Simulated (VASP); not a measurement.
Input of a VASP 6.6.1 run:

Contents of INCAR:

```
PREC = Accurate
ENCUT = 600
EDIFF = 1E-8
ISMEAR = 0
SIGMA = 0.01
LREAL = F
LASPH = T
NELM = 80
ALGO = Normal
ISIF = 3
LWAVE = F
LCHARG = T
GGA = CA
IBRION = 6
NFREE = 2
POTIM = 0.015
NSW = 1
```

The input KPOINTS:

```
regular mesh
0
Gamma
  12 12 4
```

The input POSCAR:

```
BN
1.0
    2.4889465018      0.0000000000      0.0000000000
   -1.2444732509      2.1554908992      0.0000000000
    0.0000000000      0.0000000000      6.4901594111
B N
2 2
Direct
    0.3333333333      0.6666666667      0.2500000000
    0.6666666667      0.3333333333      0.7500000000
    0.3333333333      0.6666666667      0.7500000000
    0.6666666667      0.3333333333      0.2500000000
```

Potentials or basis: VASP PAW LDA potentials, release 64 (B, N).

Command:

```bash
$ cat potpaw_LDA.64/B/POTCAR potpaw_LDA.64/N/POTCAR > POTCAR
$ mpirun -np 1 vasp_std > vasp.out
```

Problem. What does it give for the Voigt bulk modulus?

Solution. 257 GPa.

Problem. Predict the highest phonon frequency at Γ, LO-TO splitting left out.

Solution. 1383 cm⁻¹.

Clamped-ion elastic tensor (GPa):
```
960 178   2   0   0   0
178 960   2   0   0   0
  2   2  27   0   0   0
  0   0   0   5   0   0
  0   0   0   0   5   0
  0   0   0   0   0 391
```
